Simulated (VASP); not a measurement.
Write the native input for VASP 6.6.1 that does the following.

| Quantity | Value |
| --- | --- |
| Task | single point |
| Functional | PBE |
| Potentials or basis | VASP PAW PBE potentials, release 64 (Nb_sv, C) |
| Cutoff | 520 eV |
| k mesh | 9 × 9 × 1 |
| Occupations | gaussian, width 0.1 eV |
| Spin | no spin polarisation |
| Dipole correction | yes |
| Further INCAR settings | ALGO = Normal; EDIFF = 1e-06; NBANDS = 50; NELMDL = -8 |

The structure of Nb5C4 lies in POSCAR:

```
Nb5C4
1.0
    3.1112698403      0.0000000000      0.0000000000
   -1.5556349202      2.6944387197      0.0000000000
    0.0000000000      0.0000000000     30.1613649847
Nb C
5 4
Direct
    0.6666666667      0.3333333333      0.3315499814
    0.3333333333      0.6666666667      0.4157749907
    0.0000000000      0.0000000000      0.5024258889
    0.6666666667      0.3333333333      0.5901100706
    0.3333333333      0.6666666667      0.6726788493
    0.0000000000      0.0000000000      0.3736624907
    0.6666666667      0.3333333333      0.4578875000
    0.3333333333      0.6666666667      0.5463287053
    0.0000000000      0.0000000000      0.6350453253
```

These files were run (other wordings do the same):

INCAR

```
SYSTEM = Nb5C4
PREC = Accurate ; ENCUT = 520
EDIFF = 1E-6 ; ISMEAR = 0
SIGMA = 0.1 ; LREAL = .FALSE.
LASPH = .TRUE. ; NELM = 120
ALGO = Normal ; ISIF = 2
LWAVE = .FALSE. ; LCHARG = .TRUE.
LDIPOL = .TRUE. ; IDIPOL = 3
DIPOL = 0.5 0.5 0.503 ; GGA = PE
LELF = .TRUE. ; LVHAR = .TRUE.
LVACPOTAV = .TRUE. ; NBANDS = 50
GGA_COMPAT = .FALSE. ; NELMDL = -8
```

KPOINTS

```
Automatic mesh
0
G
  9 9 1
  0 0 0
```

Potentials or basis: VASP PAW PBE potentials, release 64 (Nb_sv, C).

Run with:

```console
$ cat potpaw_PBE.64/Nb_sv/POTCAR potpaw_PBE.64/C/POTCAR > POTCAR
$ mpirun -np 1 vasp_std > vasp.out
```

It gave:

The largest force is 1.697 eV/Å and the band gap on the k mesh is zero (an odd number of electrons rules out a gap without spin polarisation).

Caveat: an odd number of electrons without spin polarisation forces a metal; a magnetic or distorted state may lie lower.

It took 8.7 min on 1 thread of Oxide Virtual Turin-like Processor (shared host), peak memory 0.37 GiB.
